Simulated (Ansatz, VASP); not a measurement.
## One calculation of AlRu, two programs

```
Al Ru
1.0
     3.10106    0.00000    0.00000
     0.00000    3.10106    0.00000
     0.00000    0.00000    3.10106
Al Ru
1 1
Direct
  0.00000 0.00000 0.00000
  0.50000 0.50000 0.50000
```

Alike in both runs: task single point; functional PBE; k mesh 14 × 14 × 14; occupations gaussian, width 0.1 eV; no spin polarisation.

```csv
,VASP,Ansatz
version,VASP 6.6.1,Ansatz 0.2.0
potentials or method,"VASP PAW PBE potentials, release 64 (Al, Ru_pv), cutoff 520 eV","scalar-relativistic, plane waves, PAW"
valence electrons in the cell,17,19
```

|  | VASP | Ansatz | Ansatz less VASP |
| --- | --- | --- | --- |
| gap on the k mesh at the Fermi level (eV) | none | none | - |
| pressure (GPa) | -15.7 | -15.7 | +0.05 |

A gap of «none» marks a metal or a gap that the smearing closes. With one functional, cell and mesh, what is left measures potentials, basis and numerics. VASP's potentials hold 17 valence electrons a cell and Ansatz's 19, so a difference there can come from the potentials and not from the codes.
